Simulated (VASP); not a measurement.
P:

```
CELL_PARAMETERS angstrom
2.78186 0.00000 0.00000
-1.39093 2.40916 0.00000
0.00000 0.00000 9.08555
ATOMIC_POSITIONS crystal
P 0.00000 0.00000 0.00000
P 0.00000 0.00000 0.50000
P 0.33333 0.66667 0.25000
P 0.66667 0.33333 0.75000
```

This isn't the form of P at room conditions, which is orthorhombic.

```yaml
Program: VASP 6.6.1
Task: relaxation of cell and atoms
Functional: RPBE
Potentials_or_basis: VASP PAW PBE potentials, release 64 (P)
Cutoff: 600 eV
k_mesh: 13 × 13 × 4
Occupations: fermi-dirac, width 0.1 eV
Spin: no spin polarisation
```

At the start: pressure -2.8 GPa; volume 15.22 Å³/atom.

Question: Where does the relaxation end?

Answer: Over 19 steps the energy falls by 30.7 meV/atom and the volume is 14.88 Å³/atom (-2.3 %); space group P6_3/mmc (No. 194, to 0.1 Å) before and after.

Step by step:
| step | energy change (eV) | largest force (eV/Å) | pressure (GPa) | volume (Å³) |
| --- | --- | --- | --- | --- |
| 1 | 0.0000 | 0.0000 | -2.79 | 60.89 |
| 2 | -0.0235 | 0.0000 | 0.35 | 58.58 |
| 3 | -0.0235 | 0.0000 | 0.43 | 58.53 |
| 4 | -0.0338 | 0.0000 | 0.58 | 58.39 |
| 5 | -0.0710 | 0.0000 | 1.30 | 57.94 |
| 6 | -0.0832 | 0.0000 | 4.63 | 56.83 |
| 7 | -0.0998 | 0.0000 | 3.05 | 57.29 |
| 8 | -0.1051 | 0.0000 | 2.83 | 57.52 |
| 9 | -0.1123 | 0.0000 | 2.32 | 58.05 |
| 10 | -0.1100 | 0.0000 | 1.35 | 59.11 |
| 11 | -0.1142 | 0.0000 | 1.97 | 58.41 |
| 12 | -0.1144 | 0.0000 | 1.78 | 58.61 |
| 13 | -0.1183 | 0.0000 | 1.26 | 58.89 |
| 14 | -0.1225 | 0.0000 | 0.01 | 59.59 |
| 15 | -0.1225 | 0.0000 | -0.09 | 59.66 |
| 16 | -0.1225 | 0.0000 | -0.12 | 59.68 |
| 17 | -0.1226 | 0.0000 | -0.11 | 59.66 |
| 18 | -0.1227 | 0.0000 | -0.08 | 59.61 |
| 19 | -0.1227 | 0.0000 | -0.01 | 59.51 |

Final structure:
```xyz
4
Lattice="2.6349 0.0000 0.0000 -1.3174 2.2819 0.0000 0.0000 0.0000 9.8984" Properties=species:S:1:pos:R:3 pbc="T T T"
P     0.0000    0.0000    0.0000
P     0.0000    0.0000    4.9492
P     0.0000    1.5213    2.4746
P     1.3174    0.7606    7.4238
```

Caveat: the highest band is partly filled, so the run has too few bands; the PAW data sets were made with another functional, which shifts forces and pressure a little.
